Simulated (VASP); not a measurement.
# Cs (Fm-3m) in VASP: a series of runs

Cs is run at these levels: revPBE; tasks: single point.

Everything below comes from runs of VASP 6.6.1. Logs are shortened: lines on timing, memory, paths and dates and some standing lists are left out, and cuts for length are marked.

### Step 1. The cell of the first run

Symmetry: Fm-3m, No. 225, cubic system. Conventional cell: a = 8.015 Å, b = 8.015 Å, c = 8.015 Å, α = 90.00°, β = 90.00°, γ = 90.00°.

This isn't the form of Cs at room conditions, which is bcc.

### Step 2. Single point, revPBE (128.75 Å³/atom)

INCAR

```
SYSTEM = Cs
PREC = Accurate
ENCUT = 520
EDIFF = 1E-7
ISMEAR = -1
SIGMA = 0.1
LREAL = .False.
LASPH = .True.
NELM = 60
ALGO = Normal
ISIF = 2
LWAVE = .False.
LCHARG = .False.
GGA = RE
NBANDS = 10
```

KPOINTS

```
regular mesh
0
Gamma
  8 8 8
  0 0 0
```

POSCAR

```
Cs
1.0
    0.0000000000      4.0077479022      4.0077479022
    4.0077479022      0.0000000000      4.0077479022
    4.0077479022      4.0077479022      0.0000000000
Cs
1
Direct
    0.0000000000      0.0000000000      0.0000000000
```

Potentials or basis: VASP PAW PBE potentials, release 64 (Cs_sv).

Started as:

```
> cat potpaw_PBE.64/Cs_sv/POTCAR > POTCAR
> mpirun -np 1 vasp_std > vasp.out
```

OUTCAR:

```text
SYSTEM = Cs
   PREC = Accurate
   ENCUT = 520
   EDIFF = 1E-7
   ISMEAR = -1
   LREAL = .False.
   LASPH = .True.
   NELM = 60
   ISIF = 2
   GGA = RE

 ion  position               nearest neighbor table
   1  0.000  0.000  0.000-

  LATTYP: Found a face centered cubic cell.
 ALAT       =     8.0154958044

  Lattice vectors:

 A1 = (   0.0000000000,   4.0077479022,   4.0077479022)
 A2 = (   4.0077479022,   0.0000000000,   4.0077479022)
 A3 = (   4.0077479022,   4.0077479022,   0.0000000000)

Analysis of symmetry for initial positions (statically):
=====================================================================
 Subroutine PRICEL returns:
 Original cell was already a primitive cell.

 Routine SETGRP: Setting up the symmetry group for a
 face centered cubic supercell.

 Subroutine GETGRP returns: Found 48 space group operations
 (whereof 48 operations were pure point group operations)
 out of a pool of 48 trial point group operations.

The static configuration has the point symmetry O_h .

Analysis of symmetry for dynamics (positions and initial velocities):
=====================================================================
 Subroutine PRICEL returns:
 Original cell was already a primitive cell.

 Routine SETGRP: Setting up the symmetry group for a
 face centered cubic supercell.

 Subroutine GETGRP returns: Found 48 space group operations
 (whereof 48 operations were pure point group operations)
 out of a pool of 48 trial point group operations.

The dynamic configuration has the point symmetry O_h .

 Subroutine INISYM returns: Found 48 space group operations
 (whereof 48 operations are pure point group operations),
 and found     1 'primitive' translations

----------------------------------------------------------------------------------------

                                     Primitive cell

  volume of cell :     128.7452

  direct lattice vectors                    reciprocal lattice vectors
     0.000000000  4.007747902  4.007747902    -0.124758346  0.124758346  0.124758346
     4.007747902  0.000000000  4.007747902     0.124758346 -0.124758346  0.124758346
     4.007747902  4.007747902  0.000000000     0.124758346  0.124758346 -0.124758346

  length of vectors
     5.667811438  5.667811438  5.667811438     0.216087794  0.216087794  0.216087794

  position of ions in fractional coordinates (direct lattice)
     0.000000000  0.000000000  0.000000000

  ion indices of the primitive-cell ions
   primitive index   ion index
                 1           1

----------------------------------------------------------------------------------------

 KPOINTS: regular mesh

Automatic generation of k-mesh.
 Grid dimensions read from file:
 generate k-points for:    8    8    8

 Generating k-lattice:

  Cartesian coordinates                     Fractional coordinates (reciprocal lattice)
    -0.015594793  0.015594793  0.015594793     0.125000000  0.000000000  0.000000000
     0.015594793 -0.015594793  0.015594793     0.000000000  0.125000000  0.000000000
     0.015594793  0.015594793 -0.015594793     0.000000000  0.000000000  0.125000000

  Length of vectors
     0.027010974  0.027010974  0.027010974

  Shift w.r.t. Gamma in fractional coordinates (k-lattice)
     0.000000000  0.000000000  0.000000000

 Subroutine IBZKPT returns following result:
 ===========================================

 Found     29 irreducible k-points:

 Following reciprocal coordinates:
            Coordinates               Weight
  0.000000  0.000000  0.000000      1.000000
  0.125000  0.000000  0.000000      8.000000
  0.250000  0.000000  0.000000      8.000000
  0.375000  0.000000  0.000000      8.000000
  0.500000  0.000000  0.000000      4.000000
  0.125000  0.125000  0.000000      6.000000
[... 16 lines left out ...]
  0.500000  0.250000  0.125000     48.000000
 -0.375000  0.250000  0.125000     24.000000
 [... further k-points ...]
   k-points           NKPTS =     29   k-points in BZ     NKDIM =     29   number of bands    NBANDS=     10
   number of dos      NEDOS =    301   number of ions     NIONS =      1
   total plane-waves  NPLWV =  74088
   dimension x,y,z NGX =    42 NGY =   42 NGZ =   42
   dimension x,y,z NGXF=    84 NGYF=   84 NGZF=   84
   ions per type =               1
   NGX,Y,Z   is equivalent  to a cutoff of  12.32, 12.32, 12.32 a.u.
   NGXF,Y,Z  is equivalent  to a cutoff of  24.64, 24.64, 24.64 a.u.
 SYSTEM =  Cs
   PREC   = accura    normal or accurate (medium, high low for compatibility)
   ISTART =      0    job   : 0-new  1-cont  2-samecut
   ICHARG =      2    charge: 1-file 2-atom 10-const
   ISPIN  =      1    spin polarized calculation?
   LNONCOLLINEAR =      F non collinear calculations
   LSORBIT =      F    spin-orbit coupling
   LASPH  =      T    aspherical Exc in radial PAW
   ENCUT  =  520.0 eV  38.22 Ry    6.18 a.u.  10.54 10.54 10.54*2*pi/ulx,y,z
   NELM   =     60;   NELMIN=  2; NELMDL= -5     # of ELM steps
   EDIFF  = 0.1E-06   stopping-criterion for ELM
   LREAL  =      F    real-space projection
   EDIFFG = 0.1E-05   stopping-criterion for IOM
   NSW    =      0    number of steps for IOM
   IBRION =     -1    ionic relax: 0-MD 1-quasi-New 2-CG
   NFREE  =      0    steps in history (QN), initial steepest desc. (CG)
   ISIF   =      2    stress and relaxation
   ISYM   =      2    0-nonsym 1-usesym 2-fastsym
   POTIM  = 0.5000    time-step for ionic-motion
   TEBEG  =    0.0;   TEEND  =   0.0 temperature during run
   PSTRESS=    0.0 pullay stress
   NELECT =       9.0000    total number of electrons
   NUPDOWN=      -1.0000    fix difference up-down
   EMIN   =  10.00;   EMAX   =-10.00  energy-range for DOS
   EFERMI =   0.00;   METHOD = LEGACY
   ISMEAR =    -1;   SIGMA  =   0.10  broadening in eV -4-tet -1-fermi 0-gaus
   EFERMI_NEDOS =   21; number of points for ismear=-14 and -15
   IALGO  =     38    algorithm
   IMIX   =      4    mixing-type and parameters
     AMIX     =   0.40;   BMIX     =  1.00
     AMIX_MAG =   1.60;   BMIX_MAG =  1.00
  volume/ion in A,a.u.               =     128.75       868.82
  Fermi-wavevector in a.u.,A,eV,Ry     =   0.674391  1.274415  6.187978  0.454804
  Thomas-Fermi vector in A             =   1.751096
   LORBIT       =      0    0 simple, 1 ext, 2 COOP (PROOUT), +10 PAW based schemes
   GGA     = RE    functional components
   LHFCALC =     F    Hartree Fock is set to
   AEXX    =    0.0000 exact exchange contribution
   IVDW    =     0    specifies the selected vdW correction
   LEPSILON=     F    determine dielectric tensor
   LRPA    =     F    only Hartree local field effects (RPA)
 non-spin polarized calculation
  energy-cutoff  :      520.00
  volume of cell :      128.75
 maximum number of plane-waves:      3490
   NGX = 21   NGY = 21   NGZ = 21

 number of electron       9.0000001 magnetization

 Free energy of the ion-electron system (eV)
  ---------------------------------------------------
  ext. energy  EPLUGINS =         0.00000000
  ---------------------------------------------------
  free energy    TOTEN  =        -0.77320721 eV

  energy without entropy =       -0.73029798  energy(sigma->0) =       -0.75175260

 E-fermi :   0.2860     XC(G=0):  -5.0196

 val. band max:        0.2001332888   @ k =   0.5000   0.2500   0.1250
 cond. band min:       0.3199511785   @ k =   0.5000   0.0000   0.0000
 fundamental gap:      0.1198178897
 Fermi energy:         0.2859985347

 k-point     1 :       0.0000    0.0000    0.0000
  band No.  band energies     occupation
      1     -23.6732      2.00000
      2     -10.4428      2.00000
      3     -10.4428      2.00000
      4     -10.4428      2.00000
      5      -1.2586      2.00000
      6       2.7064      0.00000
      7       2.7064      0.00000
      8       2.7064      0.00000
      9       3.6879      0.00000
     10       3.6879      0.00000

 k-point     2 :       0.1250    0.0000    0.0000
  band No.  band energies     occupation
      1     -23.6727      2.00000
      2     -10.4560      2.00000
      3     -10.4446      2.00000
      4     -10.4446      2.00000
      5      -1.1142      2.00000
      6       2.4248      0.00000
      7       2.7673      0.00000
      8       2.7673      0.00000
      9       3.5745      0.00000
     10       3.5745      0.00000

 k-point     3 :       0.2500    0.0000    0.0000
  band No.  band energies     occupation
      1     -23.6715      2.00000
      2     -10.4875      2.00000
      3     -10.4490      2.00000
      4     -10.4490      2.00000
      5      -0.7075      1.99990
      6       1.8954      0.00000
      7       2.7786      0.00000
      8       2.7786      0.00000
      9       3.6038      0.00000
     10       3.6038      0.00000

 k-point     4 :       0.3750    0.0000    0.0000
  band No.  band energies     occupation
      1     -23.6703      2.00000
      2     -10.5184      2.00000
      3     -10.4533      2.00000
      4     -10.4533      2.00000
      5      -0.1266      1.96821
      6       1.3409      0.00005
      7       2.6398      0.00000
      8       2.6398      0.00000
      9       4.0345      0.00000
     10       4.0345      0.00000
[... 222 lines left out ...]
 k-point    22 :       0.3750    0.2500    0.1250
  band No.  band energies     occupation
      1     -23.6706      2.00000
      2     -10.4952      2.00000
      3     -10.4652      2.00000
      4     -10.4545      2.00000
      5      -0.3637      1.99699
      6       1.7842      0.00000
      7       2.2426      0.00000
      8       3.0276      0.00000
      9       3.1966      0.00000
     10       4.1490      0.00000

 k-point    23 :       0.5000    0.2500    0.1250
  band No.  band energies     occupation
      1     -23.6696      2.00000
      2     -10.5119      2.00000
      3     -10.4750      2.00000
      4     -10.4597      2.00000
      5       0.2001      1.40476
      6       1.4229      0.00002
      7       1.9652      0.00000
      8       2.8787      0.00000
      9       3.6261      0.00000
     10       4.3362      0.00000

 k-point    24 :      -0.3750    0.2500    0.1250
  band No.  band energies     occupation
      1     -23.6692      2.00000
      2     -10.5191      2.00000
      3     -10.4781      2.00000
      4     -10.4625      2.00000
      5       0.7247      0.02457
      6       0.9641      0.00227
      7       1.9493      0.00000
      8       2.7889      0.00000
      9       3.7154      0.00000
     10       4.3820      0.00000

 [... further k-points ...]

------------------------ aborting loop because EDIFF is reached ----------------------------------------

  FORCE on cell =-STRESS in cart. coord.  units (eV):
  Direction    XX          YY          ZZ          XY          YZ          ZX
  --------------------------------------------------------------------------------------
  -------------------------------------------------------------------------------------
  Total        0.0084175      0.0084175      0.0084175      0.0000000     -0.0000000      0.0000000
  in kB        0.1047516      0.1047516      0.1047516      0.0000000     -0.0000000      0.0000000
  external PRESSURE =       0.1047516 kB  Pullay stress =       0.0000000 kB

 VOLUME and BASIS-vectors are now :
 -----------------------------------------------------------------------------
  energy-cutoff  :      520.00
  volume of cell :      128.75
      direct lattice vectors                 reciprocal lattice vectors
     0.000000000  4.007747902  4.007747902    -0.124758346  0.124758346  0.124758346
     4.007747902  0.000000000  4.007747902     0.124758346 -0.124758346  0.124758346
     4.007747902  4.007747902  0.000000000     0.124758346  0.124758346 -0.124758346

 POSITION                                       TOTAL-FORCE (eV/Angst)
 -----------------------------------------------------------------------------------
      0.00000      0.00000      0.00000        -0.000000      0.000000      0.000000
 -----------------------------------------------------------------------------------
    total drift:                               -0.000000     -0.000000     -0.000000

  FREE ENERGIE OF THE ION-ELECTRON SYSTEM (eV)
  ---------------------------------------------------
  free  energy   TOTEN  =        -0.7732072117 eV

  energy  without entropy=       -0.7302979810  energy(sigma->0) =       -0.75175260
```

Wall time 43 s (1 thread of Intel Xeon Platinum 8488C (Sapphire Rapids), shared host); peak memory 0.24 GiB.

What came out:

- Free energy: -0.7732 eV
- Pressure: 0.0 GPa
- Band gap on the k mesh: zero (an odd number of electrons rules out a gap without spin polarisation)

Caveat: the PAW data sets were made with another functional, which shifts forces and pressure a little; spin-orbit coupling is left out, which moves the levels of the heavy elements.

### Step 3. Single point, revPBE (133.90 Å³/atom)

This run uses another cell than the first one, of 133.90 Å³/atom.

INCAR

```
SYSTEM = Cs
PREC = Accurate ; ENCUT = 520
EDIFF = 1E-7 ; ISMEAR = -1
SIGMA = 0.1 ; LREAL = .False.
LASPH = .True. ; NELM = 100
ALGO = Normal ; ISIF = 2
LWAVE = .False. ; LCHARG = .False.
GGA = RE ; NBANDS = 10
```

KPOINTS is that of step 2.

POSCAR

```
Cs
1.0
    0.0000000000      4.0604874753      4.0604874753
    4.0604874753      0.0000000000      4.0604874753
    4.0604874753      4.0604874753      0.0000000000
Cs
1
Direct
    0.0000000000      0.0000000000      0.0000000000
```

Potentials or basis: VASP PAW PBE potentials, release 64 (Cs_sv).

Started as:

```
> cat potpaw_PBE.64/Cs_sv/POTCAR > POTCAR
> mpirun -np 1 vasp_std > vasp.out
```

Wall time 60 s (1 thread of Intel Xeon Platinum 8488C (Sapphire Rapids), shared host); peak memory 0.3 GiB.

Results (log left out):

- Free energy: -0.7727 eV
- Pressure: -0.1 GPa
- Band gap on the k mesh: zero (an odd number of electrons rules out a gap without spin polarisation)

Levels at points of the mesh, in eV from the Fermi level:
```tsv
k point	band 1	band 2	band 3	band 4	band 5	band 6	band 7	band 8	band 9	band 10
(0.00, 0.00, 0.00)	-23.98	-10.76	-10.76	-10.76	-1.51	2.40	2.40	2.40	3.35	3.35
(0.50, 0.00, 0.00)	-23.98	-10.83	-10.77	-10.77	0.04	0.62	2.27	2.27	4.02	4.03
(0.50, 0.50, 0.00)	-23.98	-10.83	-10.79	-10.79	0.37	1.13	1.22	3.61	3.61	3.79
```

Caveat: the PAW data sets were made with another functional, which shifts forces and pressure a little; spin-orbit coupling is left out, which moves the levels of the heavy elements.

(Part 1 of 2 ends here.)
